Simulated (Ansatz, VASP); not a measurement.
## Two plane-wave programs on P

Contents of INCAR:

```
SYSTEM = P
  ALGO = Fast
  EDIFF = 1E-6
  EDIFFG = -0.01
  ENCUT = 600
  GGA = PE
  IBRION = 2
  ISIF = 3
  ISMEAR = 0
  LASPH = .True.
  LCHARG = .False.
  LREAL = .False.
  LWAVE = .False.
  NELM = 80
  NSW = 100
  PREC = Accurate
  SIGMA = 0.1
```

The input KPOINTS:

```
k-points
0
Gamma
  22 22 12
  0 0 0
```

The input POSCAR:

```
P
1.0
    2.4544431734      0.0000000000      0.0000000000
    0.0000000000      2.4544431734      0.0000000000
    0.0000000000      0.0000000000      4.8820004587
P
2
Direct
    0.0000000000      0.0000000000      0.2596099807
    0.0000000000      0.0000000000      0.7403900193
```

Input for Ansatz:

```yaml
crystal:
  lattice:
    - [2.4544431734, 0.0, 0.0]
    - [0.0, 2.4544431734, 0.0]
    - [0.0, 0.0, 4.8820004587]
  atoms:
    - { symbol: P, position: [0.0, 0.0, 0.2596099807] }
    - { symbol: P, position: [0.0, 0.0, 0.7403900193] }
basis:
  ecutwfc: 420
kpoints:
  mp_grid: { grid: [22, 22, 12] }
hamiltonian:
  xc: pbe
scf:
  occupations: { method: gaussian, width: 0.1 }
output:
  forces: true
  stress: true
  eigenvalues: true
relax:
  adjacent_minimum: "off"
  f_tol: 0.01
  max_steps: 80
  cell: { stress_tol: 0.05 }
```

Change from the starting cell: the structure that the rattled cell fell into.

Alike in both runs: task relaxation of cell and atoms; functional PBE; k mesh 22 × 22 × 12; occupations gaussian, width 0.1 eV; no spin polarisation.

|  | VASP | Ansatz |
| --- | --- | --- |
| version | VASP 6.6.1 | Ansatz 0.2.0 |
| potentials or method | VASP PAW PBE potentials, release 64 (P), cutoff 600 eV | scalar-relativistic, plane waves, PAW |
| valence electrons in the cell | 10 | 10 |

VASP gave:

* gap on the k mesh at the Fermi level, each at its own relaxed structure (eV): none
* relaxed volume (Å³/atom): 14.58
* relaxed length of the cell vector where the two differ most in proportion (Å): 4.876

**Question.** What did Ansatz give for the same quantities?

**Answer.** gap on the k mesh at the Fermi level, each at its own relaxed structure (eV): none; relaxed volume (Å³/atom): 14.61; relaxed length of the cell vector where the two differ most in proportion (Å): 4.880.

A gap of «none» marks a metal or a gap that the smearing closes.
